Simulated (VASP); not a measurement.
# Sb in VASP: notebook

Sb is run at these levels: PBE, LDA, PBEsol; tasks: single point.

Program: VASP 6.6.1. These are calculated values, not measurements. Logs are shortened: lines on timing, memory, paths and dates and some standing lists are left out, and cuts for length are marked.

## 1. The cell of the first run

The cell holds a sheet with vacuum, 2 atoms: a = 3.231 Å, b = 3.110 Å, c = 31.360 Å, α = 90.00°, β = 90.00°, γ = 90.00°.

## 2. Single point, PBE

Contents of INCAR:

```
PREC = Accurate
ENCUT = 520
EDIFF = 1E-7
ISMEAR = -1
SIGMA = 0.05
LREAL = F
LASPH = T
NELM = 80
ALGO = Normal
ISIF = 2
LWAVE = F
LCHARG = T
GGA = PE
LELF = T
LVHAR = T
NBANDS = 12
```

Contents of KPOINTS:

```
Automatic mesh
0
Gamma
  8 9 1
```

Contents of POSCAR:

```
Sb
1.0
    3.2305600000      0.0000000000      0.0000000000
    0.0000000000      3.1098000000      0.0000000000
    0.0000000000      0.0000000000     31.3600000000
Sb
2
Direct
    0.0000000000      0.0000000000      0.2461983989
    0.5000000000      0.0000000000      0.3277816011
```

Potentials or basis: VASP PAW PBE potentials, release 64 (Sb).

Run with:

```sh
$ cat potpaw_PBE.64/Sb/POTCAR > POTCAR
$ mpirun -np 1 vasp_std > vasp.out
```

OUTCAR:

```text
PREC = Accurate
   ENCUT = 520
   EDIFF = 1E-7
   ISMEAR = -1
   LREAL = F
   LASPH = T
   NELM = 80
   ISIF = 2
   GGA = PE

 ion  position               nearest neighbor table
   1  0.000  0.000  0.246-   2 3.03   2 3.03
   2  0.500  0.000  0.328-   1 3.03   1 3.03

  LATTYP: Found a simple orthorhombic cell.
 ALAT       =     3.1098000000
 B/A-ratio  =     1.0388320792
 C/A-ratio  =    10.0842497910

  Lattice vectors:

 A1 = (   0.0000000000,  -3.1098000000,   0.0000000000)
 A2 = (   3.2305600000,   0.0000000000,   0.0000000000)
 A3 = (   0.0000000000,   0.0000000000,  31.3600000000)

Analysis of symmetry for initial positions (statically):
=====================================================================
 Subroutine PRICEL returns:
 Original cell was already a primitive cell.

 Routine SETGRP: Setting up the symmetry group for a
 simple orthorhombic supercell.

 Subroutine GETGRP returns: Found  8 space group operations
 (whereof  4 operations were pure point group operations)
 out of a pool of  8 trial point group operations.

The static configuration has the point symmetry C_2v.
 The point group associated with its full space group is D_2h.

Analysis of symmetry for dynamics (positions and initial velocities):
=====================================================================
 Subroutine PRICEL returns:
 Original cell was already a primitive cell.

 Routine SETGRP: Setting up the symmetry group for a
 simple orthorhombic supercell.

 Subroutine GETGRP returns: Found  8 space group operations
 (whereof  4 operations were pure point group operations)
 out of a pool of  8 trial point group operations.

The dynamic configuration has the point symmetry C_2v.
 The point group associated with its full space group is D_2h.

 Subroutine INISYM returns: Found  8 space group operations
 (whereof  4 operations are pure point group operations),
 and found     1 'primitive' translations

----------------------------------------------------------------------------------------

                                     Primitive cell

  volume of cell :     315.0550

  direct lattice vectors                    reciprocal lattice vectors
     3.230560000  0.000000000  0.000000000     0.309543856  0.000000000  0.000000000
     0.000000000  3.109800000  0.000000000     0.000000000  0.321564088  0.000000000
     0.000000000  0.000000000 31.360000000     0.000000000  0.000000000  0.031887755

  length of vectors
     3.230560000  3.109800000 31.360000000     0.309543856  0.321564088  0.031887755

  position of ions in fractional coordinates (direct lattice)
     0.000000000  0.000000000  0.246198399
     0.500000000  0.000000000  0.327781601

  ion indices of the primitive-cell ions
   primitive index   ion index
                 1           1
                 2           2

----------------------------------------------------------------------------------------

 KPOINTS: Automatic mesh

Automatic generation of k-mesh.
 Grid dimensions read from file:
 generate k-points for:    8    9    1

 Generating k-lattice:

  Cartesian coordinates                     Fractional coordinates (reciprocal lattice)
     0.038692982  0.000000000  0.000000000     0.125000000  0.000000000  0.000000000
     0.000000000  0.035729343  0.000000000     0.000000000  0.111111111  0.000000000
     0.000000000  0.000000000  0.031887755     0.000000000  0.000000000  1.000000000

  Length of vectors
     0.038692982  0.035729343  0.031887755

  Shift w.r.t. Gamma in fractional coordinates (k-lattice)
     0.000000000  0.000000000  0.000000000

 Subroutine IBZKPT returns following result:
 ===========================================

 Found     25 irreducible k-points:

 Following reciprocal coordinates:
            Coordinates               Weight
  0.000000  0.000000  0.000000      1.000000
  0.125000  0.000000  0.000000      2.000000
  0.250000  0.000000  0.000000      2.000000
  0.375000  0.000000  0.000000      2.000000
  0.500000  0.000000  0.000000      1.000000
  0.000000  0.111111  0.000000      2.000000
[... 16 lines left out ...]
  0.250000  0.444444  0.000000      4.000000
  0.375000  0.444444  0.000000      4.000000
   k-points           NKPTS =     25   k-points in BZ     NKDIM =     25   number of bands    NBANDS=     12
   number of dos      NEDOS =    301   number of ions     NIONS =      2
   total plane-waves  NPLWV = 138240
   dimension x,y,z NGX =    24 NGY =   24 NGZ =  240
   dimension x,y,z NGXF=    48 NGYF=   48 NGZF=  480
   ions per type =               2
   NGX,Y,Z   is equivalent  to a cutoff of  12.35, 12.83, 12.72 a.u.
   NGXF,Y,Z  is equivalent  to a cutoff of  24.70, 25.66, 25.45 a.u.
 SYSTEM =  unknown system
   PREC   = accura    normal or accurate (medium, high low for compatibility)
   ISTART =      0    job   : 0-new  1-cont  2-samecut
   ICHARG =      2    charge: 1-file 2-atom 10-const
   ISPIN  =      1    spin polarized calculation?
   LNONCOLLINEAR =      F non collinear calculations
   LSORBIT =      F    spin-orbit coupling
   LASPH  =      T    aspherical Exc in radial PAW
   ENCUT  =  520.0 eV  38.22 Ry    6.18 a.u.   6.01  5.78 58.31*2*pi/ulx,y,z
   NELM   =     80;   NELMIN=  2; NELMDL= -5     # of ELM steps
   EDIFF  = 0.1E-06   stopping-criterion for ELM
   LREAL  =      F    real-space projection
   EDIFFG = 0.1E-05   stopping-criterion for IOM
   NSW    =      0    number of steps for IOM
   IBRION =     -1    ionic relax: 0-MD 1-quasi-New 2-CG
   NFREE  =      0    steps in history (QN), initial steepest desc. (CG)
   ISIF   =      2    stress and relaxation
   ISYM   =      2    0-nonsym 1-usesym 2-fastsym
   POTIM  = 0.5000    time-step for ionic-motion
   TEBEG  =    0.0;   TEEND  =   0.0 temperature during run
   PSTRESS=    0.0 pullay stress
   NELECT =      10.0000    total number of electrons
   NUPDOWN=      -1.0000    fix difference up-down
   EMIN   =  10.00;   EMAX   =-10.00  energy-range for DOS
   EFERMI =   0.00;   METHOD = LEGACY
   ISMEAR =    -1;   SIGMA  =   0.05  broadening in eV -4-tet -1-fermi 0-gaus
   EFERMI_NEDOS =   21; number of points for ismear=-14 and -15
   IALGO  =     38    algorithm
   IMIX   =      4    mixing-type and parameters
     AMIX     =   0.40;   BMIX     =  1.00
     AMIX_MAG =   1.60;   BMIX_MAG =  1.00
  volume/ion in A,a.u.               =     157.53      1063.05
  Fermi-wavevector in a.u.,A,eV,Ry     =   0.518338  0.979516  3.655530  0.268674
  Thomas-Fermi vector in A             =   1.535183
   LORBIT       =      0    0 simple, 1 ext, 2 COOP (PROOUT), +10 PAW based schemes
   GGA     = PE    functional components
   LHFCALC =     F    Hartree Fock is set to
   AEXX    =    0.0000 exact exchange contribution
   IVDW    =     0    specifies the selected vdW correction
   LEPSILON=     F    determine dielectric tensor
   LRPA    =     F    only Hartree local field effects (RPA)
 non-spin polarized calculation
  energy-cutoff  :      520.00
  volume of cell :      315.05
 maximum number of plane-waves:      8552
   NGX = 13   NGY = 11   NGZ =117

 number of electron      10.0000000 magnetization

 number of electron       9.9999999 magnetization

 Free energy of the ion-electron system (eV)
  ---------------------------------------------------
  ext. energy  EPLUGINS =         0.00000000
  ---------------------------------------------------
  free energy    TOTEN  =        -7.76273897 eV

  energy without entropy =       -7.75164846  energy(sigma->0) =       -7.75719371

 E-fermi :  -1.7730     XC(G=0):  -2.2081

 val. band max:       -1.7833512801   @ k =   0.2500   0.1111   0.0000
 cond. band min:      -1.6664975622   @ k =   0.3750   0.3333   0.0000
 fundamental gap:      0.1168537178
 Fermi energy:        -1.7730033902

 k-point     1 :       0.0000    0.0000    0.0000
  band No.  band energies     occupation
      1     -14.2536      2.00000
      2     -11.7387      2.00000
      3      -5.7404      2.00000
      4      -1.2487      0.00006
      5       0.1597      0.00000
      6       1.4097      0.00000
      7       1.5794      0.00000
      8       2.0499      0.00000
      9       2.1851      0.00000
     10       2.5035      0.00000
     11       2.6390      0.00000
     12       2.8687      0.00000

 k-point     2 :       0.1250    0.0000    0.0000
  band No.  band energies     occupation
      1     -14.0323      2.00000
      2     -11.5574      2.00000
      3      -5.5325      2.00000
      4      -2.0933      1.99670
      5      -0.7470      0.00000
      6       0.6367      0.00000
      7       1.6246      0.00000
      8       1.8313      0.00000
      9       2.2741      0.00000
     10       2.4118      0.00000
     11       2.8642      0.00000
     12       3.0987      0.00000

 k-point     3 :       0.2500    0.0000    0.0000
  band No.  band energies     occupation
      1     -13.3782      2.00000
      2     -11.0709      2.00000
      3      -4.9978      2.00000
      4      -4.6166      2.00000
      5      -1.9476      1.94086
      6      -0.5260      0.00000
      7       2.2370      0.00000
      8       2.4902      0.00000
      9       2.6988      0.00000
     10       3.0864      0.00000
     11       3.3681      0.00000
     12       3.7706      0.00000
[... 286 lines left out ...]
 k-point    23 :       0.2500    0.4444    0.0000
  band No.  band energies     occupation
      1     -11.1670      2.00000
      2      -8.6550      2.00000
      3      -6.2635      2.00000
      4      -4.4930      2.00000
      5      -2.9787      2.00000
      6      -2.6577      2.00000
      7       0.1812      0.00000
      8       1.7065      0.00000
      9       2.6762      0.00000
     10       3.0659      0.00000
     11       4.9646      0.00000
     12       5.1861      0.00000

 k-point    24 :       0.3750    0.4444    0.0000
  band No.  band energies     occupation
      1     -10.0883      2.00000
      2      -8.1585      2.00000
      3      -5.3859      2.00000
      4      -4.5996      2.00000
      5      -4.1533      2.00000
      6      -3.1123      2.00000
      7      -1.0165      0.00000
      8       1.2674      0.00000
      9       1.5853      0.00000
     10       2.5799      0.00000
     11       4.1258      0.00000
     12       5.3192      0.00000

 [... further k-points ...]

------------------------ aborting loop because EDIFF is reached ----------------------------------------

  FORCE on cell =-STRESS in cart. coord.  units (eV):
  Direction    XX          YY          ZZ          XY          YZ          ZX
  --------------------------------------------------------------------------------------
  -------------------------------------------------------------------------------------
  Total        1.1601880      0.2244115      0.0300080      0.0000000      0.0000000      0.0000000
  in kB        5.9000084      1.1412200      0.1526025      0.0000000      0.0000000      0.0000000
  external PRESSURE =       2.3979436 kB  Pullay stress =       0.0000000 kB

 VOLUME and BASIS-vectors are now :
 -----------------------------------------------------------------------------
  energy-cutoff  :      520.00
  volume of cell :      315.05
      direct lattice vectors                 reciprocal lattice vectors
     3.230560000  0.000000000  0.000000000     0.309543856  0.000000000  0.000000000
     0.000000000  3.109800000  0.000000000     0.000000000  0.321564088  0.000000000
     0.000000000  0.000000000 31.360000000     0.000000000  0.000000000  0.031887755

 POSITION                                       TOTAL-FORCE (eV/Angst)
 -----------------------------------------------------------------------------------
      0.00000      0.00000      7.72078         0.000000      0.000000     -0.012498
      1.61528      0.00000     10.27923         0.000000      0.000000      0.012498
 -----------------------------------------------------------------------------------
    total drift:                               -0.000000      0.000000     -0.000002

  FREE ENERGIE OF THE ION-ELECTRON SYSTEM (eV)
  ---------------------------------------------------
  free  energy   TOTEN  =        -7.7627389729 eV

  energy  without entropy=       -7.7516484555  energy(sigma->0) =       -7.75719371
```

It took 65 s on 1 thread of Intel Xeon 6975P-C (Granite Rapids), shared host; peak memory 0.4 GiB.

Results:

```
Free energy            : -7.7627 eV
Largest force          : 0.012 eV/Å
Band gap on the k mesh : zero (band 5 reaches 0.16 eV, above the bottom of band 6 at -4.35 eV)
```

Forces on the atoms (eV/Å):
```
Sb   0.000  0.000 -0.012
Sb   0.000  0.000  0.012
```

Caveat: spin-orbit coupling is left out, which moves the levels of the heavy elements.

## 3. Single point, PBE

Contents of INCAR:

```
SYSTEM = Sb
ALGO = Normal ; EDIFF = 1E-6
ENCUT = 400 ; GGA = PE
GGA_COMPAT = .FALSE. ; ISIF = 2
ISMEAR = -1 ; LASPH = .TRUE.
LCHARG = .TRUE. ; LELF = .TRUE.
LREAL = .FALSE. ; LVHAR = .TRUE.
LWAVE = .FALSE. ; NBANDS = 12
NELM = 120 ; NELMDL = -8
PREC = Accurate ; SIGMA = 0.05
```

Contents of KPOINTS:

```
k-points
0
G
  8 9 1
  0 0 0
```

Contents of POSCAR:

```
Sb
1.0
    3.2305600000      0.0000000000      0.0000000000
    0.0000000000      3.1098000000      0.0000000000
    0.0000000000      0.0000000000     31.3600000000
Sb
2
Direct
    0.0000000000      0.0000000000      0.2463800000
    0.5000000000      0.0000000000      0.3276000000
```

Potentials or basis: VASP PAW PBE potentials, release 64 (Sb).

Run with:

```sh
$ cat potpaw_PBE.64/Sb/POTCAR > POTCAR
$ mpirun -np 1 vasp_std > vasp.out
```

It took 87 s on 1 thread of AMD EPYC 7R13 (Zen 3), shared host; peak memory 0.27 GiB.

The run converged. Its results:

- Free energy: -7.7622 eV
- Largest force: 0.071 eV/Å
- Band gap on the k mesh: zero (band 5 reaches 0.13 eV, above the bottom of band 6 at -4.36 eV)

Forces on the atoms (eV/Å):
```
Sb   0.000  0.000 -0.071
Sb   0.000  0.000  0.071
```

Levels at points of the mesh, in eV from the Fermi level:
```csv
k point,band 1,band 2,band 3,band 4,band 5,band 6,band 7,band 8,band 9,band 10
"(0.00, 0.00, 0.00)",-12.52,-9.96,-3.98,0.54,1.89,3.15,3.35,3.81,3.91,4.28
"(0.50, 0.00, 0.00)",-9.40,-9.40,-4.75,-4.75,-0.20,-0.20,5.28,5.28,5.75,5.75
```

Caveat: spin-orbit coupling is left out, which moves the levels of the heavy elements.

## 4. Single point, PBE

Contents of INCAR:

```
ALGO = Normal ; EDIFF = 1E-6
ENCUT = 400 ; GGA = PE
GGA_COMPAT = False ; ISIF = 2
ISMEAR = -1 ; LASPH = True
LCHARG = False ; LREAL = False
LWAVE = False ; NBANDS = 12
NELM = 120 ; NELMDL = -8
PREC = Accurate ; SIGMA = 0.05
```

Contents of KPOINTS:

```
k-points
0
Gamma
  8 9 1
```

POSCAR is that of step 3.

Run with:

```sh
$ cat potpaw_PBE.64/Sb/POTCAR > POTCAR
$ mpirun -np 1 vasp_std > vasp.out
```

Wall time 83 s (1 thread of AMD EPYC 7R13 (Zen 3), shared host); peak memory 0.27 GiB.

Results (log left out):

| Quantity | Value |
| --- | --- |
| Free energy | -7.7622 eV |
| Largest force | 0.071 eV/Å |
| Band gap on the k mesh | zero (band 5 reaches 0.13 eV, above the bottom of band 6 at -4.36 eV) |

Forces on the atoms (eV/Å):
```
Sb   0.000  0.000 -0.071
Sb   0.000  0.000  0.071
```

Levels at points of the mesh, in eV from the Fermi level:
```tsv
k point	band 2	band 3	band 4	band 5	band 6	band 7	band 8	band 9
(0.00, 0.00, 0.00)	-9.96	-3.98	0.54	1.89	3.15	3.35	3.81	3.91
(0.50, 0.00, 0.00)	-9.40	-4.75	-4.75	-0.20	-0.20	5.28	5.28	5.75
```

Caveat: spin-orbit coupling is left out, which moves the levels of the heavy elements.

## 5. Single point, LDA

Contents of INCAR:

```
SYSTEM = Sb
PREC = Accurate ; ENCUT = 400
EDIFF = 1E-6 ; ISMEAR = -1
SIGMA = 0.05 ; LREAL = .False.
LASPH = .True. ; NELM = 120
ALGO = Normal ; ISIF = 2
LWAVE = .False. ; LCHARG = .True.
LELF = .True. ; LVHAR = .True.
NBANDS = 12 ; GGA_COMPAT = .False.
NELMDL = -8
```

Contents of KPOINTS:

```
regular mesh
0
Gamma
  8 9 1
  0 0 0
```

POSCAR is that of step 4.

Potentials or basis: VASP PAW LDA potentials, release 64 (Sb).

Run with:

```sh
$ cat potpaw_LDA.64/Sb/POTCAR > POTCAR
$ mpirun -np 1 vasp_std > vasp.out
```

Run time: 79 s. Hardware: 1 thread of AMD EPYC 7R13 (Zen 3), shared host; peak memory 0.21 GiB.

It converged, with:

```yaml
Free_energy: -8.9585 eV
Largest_force: 0.237 eV/Å
Band_gap_on_the_k_mesh: zero (band 5 reaches -0.15 eV, above the bottom of band 6 at -4.61 eV)
```

Forces on the atoms (eV/Å):
```
Sb   0.000  0.000  0.237
Sb   0.000  0.000 -0.237
```

Levels at points of the mesh, in eV from the Fermi level:
```tsv
k point	band 3	band 4	band 5	band 6	band 7	band 8
(0.00, 0.00, 0.00)	-3.95	0.52	1.87	3.12	3.57	4.10
(0.50, 0.00, 0.00)	-4.72	-4.72	-0.19	-0.19	5.28	5.28
```

Caveat: spin-orbit coupling is left out, which moves the levels of the heavy elements.

[end of part 1 of 2]
